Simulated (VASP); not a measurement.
Here is a VASP 6.6.1 calculation.

File INCAR:

```
SYSTEM = Al
PREC = Accurate ; ENCUT = 600
EDIFF = 1E-6 ; ISMEAR = 0
SIGMA = 0.1 ; LREAL = .False.
LASPH = .True. ; NELM = 60
ALGO = Fast ; ISIF = 3
LWAVE = .False. ; LCHARG = .False.
GGA = PE ; IBRION = 2
NSW = 90 ; EDIFFG = -0.04
```

The input KPOINTS:

```
regular mesh
0
Gamma
  9 9 6
  0 0 0
```

File POSCAR:

```
Al
1.0
    2.7452437044      0.0000000000      0.0000000000
   -1.3726218522      2.3774507876      0.0000000000
    0.0000000000      0.0000000000      2.5650870863
Al
1
Direct
    0.0000000000      0.0000000000      0.0000000000
```

Potentials or basis: VASP PAW PBE potentials, release 64 (Al).

Launch:

```console
$ cat potpaw_PBE.64/Al/POTCAR > POTCAR
$ mpirun -np 1 vasp_std > vasp.out
```

(1) Estimate the relaxed volume.

(2) What does it give for the space group after relaxing (to 0.05 Å)?

## Answers

(1) 18.71 Å³/atom.

(2) P6/mmm (No. 191).

Caveat: the k points lie up to 0.38 Å⁻¹ apart in the final cell.
